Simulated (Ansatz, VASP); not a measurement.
# Two plane-wave programs on F

The input INCAR:

```
SYSTEM = F
PREC     = Accurate       ! precision mode
ENCUT    = 520            ! plane-wave cutoff, eV
EDIFF    = 1E-6           ! SCF threshold, eV
ISMEAR   = -1             ! smearing method
SIGMA    = 0.05           ! smearing width, eV
LREAL    = .FALSE.        ! projectors in reciprocal space
LASPH    = .TRUE.         ! aspherical terms in the spheres
NELM     = 60             ! most SCF steps
ALGO     = Normal         ! electronic algorithm
ISIF     = 2              ! what is computed and relaxed
LWAVE    = .FALSE.        ! write WAVECAR
LCHARG   = .FALSE.        ! write CHGCAR
GGA      = PE             ! functional
NBANDS   = 22             ! bands
```

Contents of KPOINTS:

```
regular mesh
0
G
  9 9 4
  0 0 0
```

The input POSCAR:

```
F
1.0
    2.6938617990     -1.6065212183      0.0000000000
    2.6938617990      1.6065212183      0.0000000000
   -1.5046559993      0.0000000000      6.9746692878
F
4
Direct
    0.4950000000      0.4950000000      0.4000000000
    0.5050000000      0.5050000000      0.6000000000
    0.9496000000      0.9496000000      0.9004000000
    0.0504000000      0.0504000000      0.0996000000
```

Contents of input.yaml:

```yaml
crystal:
  lattice:
    - [2.693861799, -1.6065212183, 0.0]
    - [2.693861799, 1.6065212183, 0.0]
    - [-1.5046559993, 0.0, 6.9746692878]
  atoms:
    - { symbol: F, position: [0.495, 0.495, 0.4] }
    - { symbol: F, position: [0.505, 0.505, 0.6] }
    - { symbol: F, position: [0.9496, 0.9496, 0.9004] }
    - { symbol: F, position: [0.0504, 0.0504, 0.0996] }
hamiltonian:
  xc: pbe
  pseudopotentials: { kind: paw }
kpoints:
  mp_grid: { grid: [9, 9, 4] }
scf:
  occupations: { method: fermi_dirac, width: 0.05 }
output:
  forces: true
  stress: true
  eigenvalues: true
```

Alike in both runs: task single point; functional PBE; k mesh 9 × 9 × 4; occupations fermi-dirac, width 0.05 eV; no spin polarisation.

|  | VASP | Ansatz |
| --- | --- | --- |
| version | VASP 6.6.1 | Ansatz 0.2.0 |
| potentials or method | VASP PAW PBE potentials, release 64 (F) | Ansatz PAW |
| plane-wave cutoff (eV) | 520 | 420 |
| valence electrons in the cell | 28 | 28 |

|  | VASP | Ansatz | Ansatz less VASP |
| --- | --- | --- | --- |
| gap on the k mesh at the Fermi level (eV) | 2.53 | 2.60 | +0.068 |
| least direct gap on the mesh (eV) | 2.53 | 2.60 | +0.068 |
| pressure (GPa) | 1.9 | 1.5 | -0.36 |
| traceless stress, the component that is largest in VASP (GPa) | 2.33 | 0.47 | -1.856 |
| rms of the force components (eV/Å) | 0.283 | 0.081 | -0.2020 |

Atom by atom the forces differ by 0.221 eV/Å (rms over components).

Noted on Ansatz's run: odd divisions of the mesh miss points on the zone boundary, where band edges often lie, so the gap on the mesh can be too wide.
